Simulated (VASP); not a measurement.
## Si: single point with r2SCAN

Si:

```
Si
1.0
    -2.46623    2.46623    1.32927
     2.46623   -2.46623    1.32927
     2.46623    2.46623   -1.32927
Si
2
Direct
  0.25000 0.75000 0.50000
  0.50000 0.50000 0.00000
```

This cell differs from its parent crystal: strain +0.040 along x and y, +0.000 along z.

```
Program                : VASP 6.6.1
Task                   : single point
Functional             : r2SCAN
Potentials or basis    : VASP PAW PBE potentials, release 64 (Si)
Cutoff                 : 520 eV
k mesh                 : 20 × 20 × 20
Occupations            : gaussian, width 0.15 eV
Spin                   : no spin polarisation
Dipole correction      : no
Further INCAR settings : ALGO = Normal; EDIFF = 1e-06; NBANDS = 11
```

```json
{
 "Pressure": "-6.0 GPa",
 "Band gap on the k mesh": "zero (bands 4 and 5 overlap by 6.10 eV)"
}
```

Stress tensor (GPa, compression positive):
```
-6.87  0.00  0.00
 0.00 -6.87  0.00
 0.00  0.00 -4.32
```

Levels at points of the mesh, in eV from the Fermi level:
```csv
k point,band 1,band 2,band 3,band 4,band 5,band 6,band 7,band 8
"(0.00, 0.00, 0.00)",-13.96,-2.70,-2.70,-2.58,2.09,7.86,8.70,8.70
"(0.50, 0.00, 0.00)",-7.57,-6.70,-2.29,-1.64,-1.59,1.58,4.50,5.64
"(0.50, 0.50, 0.00)",-10.88,-10.88,0.16,0.16,2.44,2.44,9.02,9.02
"(0.50, 0.50, 0.50)",-8.69,-8.69,-6.74,-6.74,6.54,6.54,12.63,12.63
```

It took 5 min on 1 thread of Intel(R) Xeon(R) 6975P-C (Granite Rapids), on a shared host, peak memory 0.29 GiB.

Caveat: the cell differs from its parent crystal (strain +0.040 along x and y, +0.000 along z); the cell stands under tension; the PAW data sets were made with another functional, which shifts forces and pressure a little.
